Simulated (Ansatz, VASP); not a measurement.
NaH: VASP beside Ansatz

File POSCAR:

```
NaH
1.0
    0.0000000000      2.4236236676      2.4236236676
    2.4236236676      0.0000000000      2.4236236676
    2.4236236676      2.4236236676      0.0000000000
Na H
1 1
Direct
    0.0000000000      0.0000000000      0.0000000000
    0.5000000000      0.5000000000      0.5000000000
```

File INCAR.step1:

```
  PREC = Accurate
  ENCUT = 520
  EDIFF = 1E-5
  ISMEAR = -1
  SIGMA = 0.05
  LREAL = F
  LASPH = T
  NELM = 60
  ALGO = Normal
  ISIF = 2
  LWAVE = T
  NBANDS = 11
  GGA = PE
```

Contents of INCAR.step2:

```
  PREC = Accurate
  ENCUT = 520
  EDIFF = 1E-6
  ISMEAR = -1
  SIGMA = 0.05
  LREAL = F
  LASPH = T
  NELM = 60
  ALGO = Normal
  ISIF = 2
  LWAVE = F
  LCHARG = T
  GGA = PE
  LHFCALC = T
  HFSCREEN = 0.2079
  PRECFOCK = Normal
  LELF = T
  LVHAR = T
  NBANDS = 11
  ISTART = 1
```

Contents of KPOINTS:

```
regular mesh
0
Gamma
  6 6 6
```

File input:

```
crystal:
  lattice:
    - [0.0, 2.4236236676, 2.4236236676]
    - [2.4236236676, 0.0, 2.4236236676]
    - [2.4236236676, 2.4236236676, 0.0]
  atoms:
    - { symbol: Na, position: [0.0, 0.0, 0.0] }
    - { symbol: H, position: [0.5, 0.5, 0.5] }
hamiltonian:
  xc: hse06
  pseudopotentials: { kind: paw }
kpoints:
  mp_grid: { grid: [6, 6, 6] }
scf:
  occupations: { method: fermi_dirac, width: 0.05 }
output:
  forces: true
  stress: true
  eigenvalues: true
```

Alike in both runs: task single point; functional HSE06; k mesh 6 × 6 × 6; occupations fermi-dirac, width 0.05 eV; no spin polarisation.

|  | VASP | Ansatz |
| --- | --- | --- |
| version | VASP 6.6.1 | Ansatz 0.2.0 |
| potentials or method | VASP PAW PBE potentials, release 64 (Na_pv, H) | Ansatz PAW |
| plane-wave cutoff (eV) | 520 | 420 |
| valence electrons in the cell | 8 | 10 |

Ansatz gave:

```
gap on the k mesh at the Fermi level (eV) : 4.83
least direct gap on the mesh (eV)         : 5.73
pressure (GPa)                            : -0.6
```

Estimate VASP's values.

gap on the k mesh at the Fermi level (eV): 4.83; least direct gap on the mesh (eV): 5.72; pressure (GPa): -0.6.

With one functional, cell and mesh, what is left measures potentials, basis and numerics. VASP's potentials hold 8 valence electrons a cell and Ansatz's 10, so a difference there can come from the potentials and not from the codes.
